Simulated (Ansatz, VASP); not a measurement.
## Ga: VASP beside Ansatz

File INCAR:

```
SYSTEM = Ga
PREC = Accurate
ENCUT = 520
EDIFF = 1E-6
ISMEAR = -1
SIGMA = 0.03
LREAL = .FALSE.
LASPH = .TRUE.
NELM = 60
ALGO = Normal
ISIF = 2
LWAVE = .FALSE.
LCHARG = .FALSE.
GGA = PS
NBANDS = 20
```

KPOINTS

```
regular mesh
0
G
  14 14 11
  0 0 0
```

File POSCAR:

```
Ga
1.0
    1.3643085195     -3.9720811669      0.0000000000
    1.3643085195      3.9720811669      0.0000000000
   -0.1158626432      0.0000000000      3.2849254291
Ga
2
Direct
    0.8690000000      0.1310000000      0.2500000000
    0.1310000000      0.8690000000      0.7500000000
```

Input for Ansatz:

```yaml
crystal:
  lattice:
    - [1.3643085195, -3.9720811669, 0.0]
    - [1.3643085195, 3.9720811669, 0.0]
    - [-0.1158626432, 0.0, 3.2849254291]
  atoms:
    - { symbol: Ga, position: [0.869, 0.131, 0.25] }
    - { symbol: Ga, position: [0.131, 0.869, 0.75] }
kpoints:
  mp_grid: { grid: [14, 14, 11] }
  band_path:
    path:
      - [0.0, 0.0, 0.0]
      - [-0.5, 0.5, 0.0]
      - [-0.5, 0.5, 0.5]
      - [0.0, 0.0, 0.5]
      - [0.0, 0.0, 0.0]
      - [-0.5, 0.0, 0.5]
      - [0.0, 0.0, 0.0]
      - [-0.5, 0.0, 0.0]
    npoints: 5
scf:
  occupations: { method: fermi_dirac, width: 0.03 }
hamiltonian:
  xc: pbesol
  pseudopotentials: { kind: all_electron, lapw: { basis_error: 0.0005 } }
output:
  forces: true
  stress: true
  eigenvalues: true
```

Change from the starting cell: volume scaled by 0.96.

Alike in both runs: task single point; functional PBEsol; k mesh 14 × 14 × 11; occupations fermi-dirac, width 0.03 eV; no spin polarisation.

|  | VASP | Ansatz |
| --- | --- | --- |
| version | VASP 6.6.1 | Ansatz 0.2.0 |
| potentials or method | VASP PAW PBE potentials, release 64 (Ga_d), cutoff 520 eV | all-electron LAPW, scalar-relativistic |

```tsv
	VASP	Ansatz	Ansatz less VASP
pressure (GPa)	0.5	0.6	+0.05
traceless stress, the component that is largest in VASP (GPa)	0.16	0.15	-0.012
rms of the force components (eV/Å)	0.116	0.116	+0.0005
```

VASP's potentials were made for PBE, not for PBEsol. Atom by atom the forces differ by 0.000 eV/Å (rms over components). Ansatz ran all-electron here, and VASP with PAW potentials.
